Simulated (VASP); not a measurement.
Na2W5: single point with PBE

Crystal: Na2W5.

```
Na W
1.0
     3.44992    0.00000    0.00000
     0.00000    3.44992    0.00000
     0.00000    0.00000   11.38600
Na W
2 5
Direct
  0.00000 0.00000 0.50000
  0.50000 0.50000 0.00000
  0.00000 0.00000 0.18296
  0.00000 0.00000 0.81704
  0.50000 0.50000 0.27912
  0.50000 0.50000 0.72088
  0.50000 0.50000 0.50000
```

The cell was generated, and may not be a known phase.

| Property | Result |
| --- | --- |
| Program | VASP 6.6.1 |
| Task | single point |
| Functional | PBE |
| Potentials or basis | VASP PAW PBE potentials, release 64 (Na_pv, W_sv) |
| Cutoff | 520 eV |
| k mesh | 12 × 12 × 4 |
| Occupations | gaussian, width 0.1 eV |
| Spin | no spin polarisation |
| Dipole correction | no |
| Further INCAR settings | ALGO = Fast; EDIFF = 1e-07; NBANDS = 51 |

The pressure is 0.3 GPa and the largest force is 0.040 eV/Å. The band gap on the k mesh is zero (bands 42 and 43 overlap by 0.93 eV).

Forces in eV/Å, atoms in the order of the input:
```
Na   0.000  0.000  0.000
Na   0.000  0.000  0.000
W    0.000  0.000 -0.026
W    0.000  0.000  0.026
W    0.000  0.000 -0.040
W    0.000  0.000  0.040
W    0.000  0.000  0.000
```

Stress tensor (GPa, compression positive):
```
0.27 0.00 0.00
0.00 0.27 0.00
0.00 0.00 0.43
```

Levels at points of the mesh, in eV from the Fermi level:
| k point | band 40 | band 41 | band 42 | band 43 | band 44 | band 45 |
| --- | --- | --- | --- | --- | --- | --- |
| (0.00, 0.00, 0.00) | -1.26 | -0.20 | 0.23 | 0.23 | 0.52 | 0.57 |
| (0.50, 0.00, 0.00) | -1.14 | -0.34 | 0.23 | 0.28 | 0.49 | 1.39 |
| (0.50, 0.50, 0.00) | -0.94 | 0.25 | 0.57 | 0.57 | 0.81 | 0.92 |
| (0.00, 0.00, 0.50) | -1.26 | -0.20 | 0.26 | 0.26 | 0.43 | 0.43 |
| (0.50, 0.00, 0.50) | -0.75 | -0.20 | 0.24 | 0.28 | 0.92 | 1.26 |
| (0.50, 0.50, 0.50) | -0.94 | 0.13 | 0.13 | 0.24 | 0.80 | 1.21 |

Wall time 28 min on 1 thread of Intel Xeon 8259CL, with other jobs on the host, peak memory 0.54 GiB.

Caveat: spin-orbit coupling is left out, which moves the levels of the heavy elements.
